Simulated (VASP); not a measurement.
Runs of VASP 6.6.1 on MgGe2. The structure is that of space group C2/m (No. 12), or close to it. The cells are those of the table. 

| level | potentials or basis | cell | gap on the mesh (eV) | pressure (GPa) | largest force (eV/Å) |
| --- | --- | --- | --- | --- | --- |
| PBE | VASP PAW PBE potentials, release 64 (Ge_d, Mg) | a = 5.784, b = 5.784, c = 6.769 Å, angles 116.6, 116.6, 37.0°, 6 atoms | none | 0.7 | 0.15 |
| LDA | VASP PAW LDA potentials, release 64 (Ge_d, Mg) | a = 5.823, b = 5.823, c = 6.815 Å, angles 116.6, 116.6, 37.0°, 6 atoms | none | -4.7 | 0.23 |
| PBE | VASP PAW PBE potentials, release 64 (Ge_d, Mg) | a = 5.823, b = 5.823, c = 6.815 Å, angles 116.6, 116.6, 37.0°, 6 atoms | none | (a) | 0.12 |
| PBE | VASP PAW PBE potentials, release 64 (Ge_d, Mg) | a = 5.704, b = 5.704, c = 6.676 Å, angles 116.6, 116.6, 37.0°, 6 atoms | none | 3.3 | 0.30 |
| PBE | VASP PAW PBE potentials, release 64 (Ge_d, Mg) | a = 5.744, b = 5.744, c = 6.723 Å, angles 116.6, 116.6, 37.0°, 6 atoms | none | (b) | 0.20 |
| RPBE | VASP PAW PBE potentials, release 64 (Ge_d, Mg) | a = 5.823, b = 5.823, c = 6.815 Å, angles 116.6, 116.6, 37.0°, 6 atoms | none | 1.0 | 0.14 |
| PBE | VASP PAW PBE potentials, release 64 (Ge_d, Mg) | a = 5.937, b = 5.937, c = 6.949 Å, angles 116.6, 116.6, 37.0°, 6 atoms | none | -3.1 | 0.20 |

Alike in all rows: task single point; no spin polarisation; k mesh 8 × 8 × 5; cutoff (eV) 520; smearing fermi-dirac 0.05 eV.

Q: Estimate the missing entries.

A: (a) -0.4; (b) 1.9.

Caveats: the cell stands under tension (at least some runs); the cell stands under pressure (at least some runs); the PAW data sets were made with another functional, which shifts forces and pressure a little (at least some runs).

A k mesh can miss the band edges, and the runs leave out spin-orbit coupling on Ge.

A gap of «none» marks levels without a gap at the run's occupations.
